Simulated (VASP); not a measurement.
# Ru (P6_3/mmc) in VASP: a series of runs, part 2 of 3

VASP 6.6.1.

### Step 5. Single point, PBEsol

This run uses another cell than the first one: it holds 6 atoms, not 2.

INCAR reads:

```
PREC = Accurate ; ENCUT = 520
EDIFF = 1E-6 ; ISMEAR = 0
SIGMA = 0.1 ; LREAL = False
LASPH = True ; NELM = 80
ALGO = Fast ; ISIF = 2
LWAVE = False ; LCHARG = False
GGA = PS ; NBANDS = 51
```

KPOINTS reads:

```
regular mesh
0
Gamma
  10 12 12
```

POSCAR reads:

```
Ru
1.0
    0.0000000000      0.0000000000      4.2487541995
    4.0360152835      2.3301945103      0.0000000000
   -4.0360152834      2.3301945104      0.0000000000
Ru
6
Direct
    0.2500000000      0.3333333333      0.3333333333
    0.2500000000      0.6666666667      0.0000000000
    0.2500000000      0.0000000000      0.6666666667
    0.7500000000      0.3333333333      1.0000000000
    0.7500000000      0.6666666667      0.6666666667
    0.7500000000      0.0000000000      0.3333333333
```

Potentials or basis: VASP PAW PBE potentials, release 64 (Ru_pv).

The run is started by

```bash
> cat potpaw_PBE.64/Ru_pv/POTCAR > POTCAR
> mpirun -np 1 vasp_std > vasp.out
```

OUTCAR:

```text
PREC = Accurate
   ENCUT = 520
   EDIFF = 1E-6
   ISMEAR = 0
   LREAL = False
   LASPH = True
   NELM = 80
   ISIF = 2
   GGA = PS

 ion  position               nearest neighbor table
   1  0.250  0.333  0.333-   4 2.63   4 2.63   6 2.63   6 2.63   5 2.63   5 2.63   3 2.69   2 2.69
                             2 2.69   2 2.69   3 2.69   3 2.69
   2  0.250  0.667  0.000-   5 2.63   5 2.63   6 2.63   6 2.63   4 2.63   4 2.63   3 2.69   1 2.69
                             1 2.69   3 2.69   1 2.69   3 2.69
   3  0.250  0.000  0.667-   4 2.63   4 2.63   5 2.63   5 2.63   6 2.63   6 2.63   1 2.69   2 2.69
                             2 2.69   1 2.69   1 2.69   2 2.69
   4  0.750  0.333  0.000-   1 2.63   1 2.63   3 2.63   3 2.63   2 2.63   2 2.63   6 2.69   5 2.69
                             5 2.69   6 2.69   5 2.69   6 2.69
   5  0.750  0.667  0.667-   2 2.63   2 2.63   3 2.63   3 2.63   1 2.63   1 2.63   6 2.69   4 2.69
                             4 2.69   4 2.69   6 2.69   6 2.69
   6  0.750  0.000  0.333-   2 2.63   2 2.63   1 2.63   1 2.63   3 2.63   3 2.63   5 2.69   4 2.69
                             4 2.69   5 2.69   4 2.69   5 2.69
[... 7 lines left out ...]
 A1 = (   4.0360152835,   2.3301945103,   0.0000000000)
 A2 = (  -4.0360152834,   2.3301945104,   0.0000000000)
 A3 = (   0.0000000000,   0.0000000000,   4.2487541995)

Analysis of symmetry for initial positions (statically):
=====================================================================
 Subroutine PRICEL returns following result:

  LATTYP: Found a hexagonal cell.
 ALAT       =     2.6906768554
 C/A-ratio  =     1.5790652047

  Lattice vectors:

 A1 = (  -1.3453384273,  -2.3301945103,   0.0000000000)
 A2 = (   2.6906768554,  -0.0000000000,   0.0000000000)
 A3 = (   0.0000000000,   0.0000000000,   4.2487541995)

   3 primitive cells build up your supercell.

 Routine SETGRP: Setting up the symmetry group for a
 hexagonal supercell.

 Subroutine GETGRP returns: Found 24 space group operations
 (whereof 12 operations were pure point group operations)
 out of a pool of 24 trial point group operations.

The static configuration has the point symmetry D_3d.
 The point group associated with its full space group is D_6h.

Analysis of symmetry for dynamics (positions and initial velocities):
=====================================================================
 Subroutine PRICEL returns following result:

  LATTYP: Found a hexagonal cell.
 ALAT       =     2.6906768554
 C/A-ratio  =     1.5790652047

  Lattice vectors:

 A1 = (  -1.3453384273,  -2.3301945103,   0.0000000000)
 A2 = (   2.6906768554,  -0.0000000000,   0.0000000000)
 A3 = (   0.0000000000,   0.0000000000,   4.2487541995)

   3 primitive cells build up your supercell.

 Routine SETGRP: Setting up the symmetry group for a
 hexagonal supercell.

 Subroutine GETGRP returns: Found 24 space group operations
 (whereof 12 operations were pure point group operations)
 out of a pool of 24 trial point group operations.

The dynamic configuration has the point symmetry D_3d.
 The point group associated with its full space group is D_6h.

 Subroutine INISYM returns: Found 24 space group operations
 (whereof 12 operations are pure point group operations),
 and found     3 'primitive' translations

[... 52 lines left out ...]
  0.100000  0.000000  0.000000      2.000000
  0.200000  0.000000  0.000000      2.000000
  0.300000  0.000000  0.000000      2.000000
  0.400000  0.000000  0.000000      2.000000
  0.500000  0.000000  0.000000      1.000000
[... 16 lines left out ...]
  0.400000  0.250000 -0.000000     12.000000
  0.500000  0.250000 -0.000000      6.000000
 [... further k-points ...]
   k-points           NKPTS =    114   k-points in BZ     NKDIM =    114   number of bands    NBANDS=     51
   number of dos      NEDOS =    301   number of ions     NIONS =      6
   total plane-waves  NPLWV =  41472
   dimension x,y,z NGX =    32 NGY =   36 NGZ =   36
   dimension x,y,z NGXF=    64 NGYF=   72 NGZF=   72
   ions per type =               6
   NGX,Y,Z   is equivalent  to a cutoff of  12.52, 12.84, 12.84 a.u.
   NGXF,Y,Z  is equivalent  to a cutoff of  25.04, 25.68, 25.68 a.u.
 SYSTEM =  unknown system
   PREC   = accura    normal or accurate (medium, high low for compatibility)
   ISTART =      0    job   : 0-new  1-cont  2-samecut
   ICHARG =      2    charge: 1-file 2-atom 10-const
   ISPIN  =      1    spin polarized calculation?
   LNONCOLLINEAR =      F non collinear calculations
   LSORBIT =      F    spin-orbit coupling
   LASPH  =      T    aspherical Exc in radial PAW
   ENCUT  =  520.0 eV  38.22 Ry    6.18 a.u.   7.90  8.67  8.67*2*pi/ulx,y,z
   NELM   =     80;   NELMIN=  2; NELMDL= -5     # of ELM steps
   EDIFF  = 0.1E-05   stopping-criterion for ELM
   LREAL  =      F    real-space projection
   EDIFFG = 0.1E-04   stopping-criterion for IOM
   NSW    =      0    number of steps for IOM
   IBRION =     -1    ionic relax: 0-MD 1-quasi-New 2-CG
   NFREE  =      0    steps in history (QN), initial steepest desc. (CG)
   ISIF   =      2    stress and relaxation
   ISYM   =      2    0-nonsym 1-usesym 2-fastsym
   POTIM  = 0.5000    time-step for ionic-motion
   TEBEG  =    0.0;   TEEND  =   0.0 temperature during run
   PSTRESS=    0.0 pullay stress
   NELECT =      84.0000    total number of electrons
   NUPDOWN=      -1.0000    fix difference up-down
   EMIN   =  10.00;   EMAX   =-10.00  energy-range for DOS
   EFERMI =   0.00;   METHOD = LEGACY
   ISMEAR =     0;   SIGMA  =   0.10  broadening in eV -4-tet -1-fermi 0-gaus
   EFERMI_NEDOS =   21; number of points for ismear=-14 and -15
   IALGO  =     68    algorithm
   IMIX   =      4    mixing-type and parameters
     AMIX     =   0.40;   BMIX     =  1.00
     AMIX_MAG =   1.60;   BMIX_MAG =  1.00
  volume/ion in A,a.u.               =      13.32        89.88
  Fermi-wavevector in a.u.,A,eV,Ry     =   1.664520  3.145487 37.696675  2.770627
  Thomas-Fermi vector in A             =   2.751050
   LORBIT       =      0    0 simple, 1 ext, 2 COOP (PROOUT), +10 PAW based schemes
   GGA     = PS    functional components
   LHFCALC =     F    Hartree Fock is set to
   AEXX    =    0.0000 exact exchange contribution
   IVDW    =     0    specifies the selected vdW correction
   LEPSILON=     F    determine dielectric tensor
   LRPA    =     F    only Hartree local field effects (RPA)
 non-spin polarized calculation
 RMM-DIIS sequential band-by-band and
 Gauss-broadening in eV      SIGMA  =   0.10
  energy-cutoff  :      520.00
  volume of cell :       79.92
 maximum number of plane-waves:      2172
 NGX is ok and might be reduce to    32

 number of electron      83.9999959 magnetization

 Free energy of the ion-electron system (eV)
  ---------------------------------------------------
  ext. energy  EPLUGINS =         0.00000000
  ---------------------------------------------------
  free energy    TOTEN  =       -61.03461192 eV

  energy without entropy =      -61.00943504  energy(sigma->0) =      -61.02202348

 E-fermi :  13.0658     XC(G=0): -14.3999

 val. band max:       13.0597515644   @ k =   0.3000   0.2500   0.1667
 cond. band min:      13.0697407923   @ k =   0.2000   0.4167   0.0833
 fundamental gap:      0.0099892279
 Fermi energy:        13.0658245544

 k-point     1 :       0.0000    0.0000    0.0000
  band No.  band energies     occupation
      1     -30.6303      2.00000
      2     -30.2823      2.00000
      3     -30.2823      2.00000
      4     -30.0944      2.00000
      5     -30.0944      2.00000
      6     -30.0944      2.00000
[... 1285 lines left out ...]
     50      14.7635      0.00000
     51      18.2410      0.00000

 [... further k-points ...]

------------------------ aborting loop because EDIFF is reached ----------------------------------------

  FORCE on cell =-STRESS in cart. coord.  units (eV):
  Direction    XX          YY          ZZ          XY          YZ          ZX
  --------------------------------------------------------------------------------------
  -------------------------------------------------------------------------------------
  Total       -0.0316101     -0.0316101     -0.0207462     -0.0000000     -0.0000000     -0.0000000
  in kB       -0.6337240     -0.6337240     -0.4159219     -0.0000000     -0.0000000     -0.0000000
  external PRESSURE =      -0.5611233 kB  Pullay stress =       0.0000000 kB

 VOLUME and BASIS-vectors are now :
 -----------------------------------------------------------------------------
  energy-cutoff  :      520.00
  volume of cell :       79.92
      direct lattice vectors                 reciprocal lattice vectors
     0.000000000  0.000000000  4.248754200     0.000000000  0.000000000  0.235363110
     4.036015284  2.330194510  0.000000000     0.123884566  0.214574362  0.000000000
    -4.036015283  2.330194510  0.000000000    -0.123884566  0.214574362  0.000000000

 POSITION                                       TOTAL-FORCE (eV/Angst)
 -----------------------------------------------------------------------------------
      0.00000      1.55346      1.06219         0.000000      0.000000     -0.000000
      2.69068      1.55346      1.06219         0.000000     -0.000000      0.000000
     -2.69068      1.55346      1.06219        -0.000000      0.000000     -0.000000
      1.34534      0.77673      3.18657        -0.000000     -0.000000     -0.000000
      0.00000      3.10693      3.18657        -0.000000     -0.000000      0.000000
     -1.34534      0.77673      3.18657         0.000000      0.000000      0.000000
 -----------------------------------------------------------------------------------
    total drift:                               -0.000000      0.000000      0.000000

  FREE ENERGIE OF THE ION-ELECTRON SYSTEM (eV)
  ---------------------------------------------------
  free  energy   TOTEN  =       -61.0346119227 eV

  energy  without entropy=      -61.0094350364  energy(sigma->0) =      -61.02202348
```

OSZICAR:

```text
N       E                     dE             d eps       ncg     rms          rms(c)
DAV:   1     0.108033258308E+04    0.10803E+04   -0.50844E+04 11708   0.185E+03
DAV:   2    -0.224614595090E+02   -0.11028E+04   -0.10743E+04 12024   0.579E+02
DAV:   3    -0.647783787521E+02   -0.42317E+02   -0.40252E+02 13463   0.113E+02
DAV:   4    -0.657929925889E+02   -0.10146E+01   -0.10057E+01 12717   0.147E+01
DAV:   5    -0.658154402660E+02   -0.22448E-01   -0.22438E-01 14168   0.211E+00    0.350E+01
RMM:   6    -0.612997576926E+02    0.45157E+01   -0.12284E+01 11659   0.201E+01    0.917E+00
RMM:   7    -0.610393932026E+02    0.26036E+00   -0.33896E+00 11839   0.765E+00    0.140E+00
RMM:   8    -0.610392060195E+02    0.18718E-03   -0.32734E-01 12240   0.260E+00    0.124E+00
RMM:   9    -0.610350983646E+02    0.41077E-02   -0.84486E-02 12510   0.100E+00    0.284E-01
RMM:  10    -0.610344568511E+02    0.64151E-03   -0.94664E-03 12324   0.527E-01    0.565E-02
RMM:  11    -0.610345835830E+02   -0.12673E-03   -0.18692E-03 13308   0.170E-01    0.337E-02
RMM:  12    -0.610346060748E+02   -0.22492E-04   -0.28899E-04 15324   0.669E-02    0.946E-03
RMM:  13    -0.610346121322E+02   -0.60574E-05   -0.55711E-05 14141   0.325E-02    0.538E-03
RMM:  14    -0.610346112320E+02    0.90018E-06   -0.11566E-05 11509   0.139E-02    0.129E-03
RMM:  15    -0.610346119227E+02   -0.69068E-06   -0.98090E-07  7141   0.470E-03
   1 F= -.61034612E+02 E0= -.61022023E+02  d E =-.251769E-01
```

Run time: 10 min. Hardware: 1 thread of Intel Xeon 8259CL, shared host; peak memory 0.42 GiB.

What came out:

```yaml
Free_energy: -61.0346 eV
Pressure: -0.1 GPa
Band_gap_on_the_k_mesh: zero (bands 42 and 43 overlap by 1.36 eV)
```

Caveat: the PAW data sets were made with another functional, which shifts forces and pressure a little.

[end of part 2 of 3]
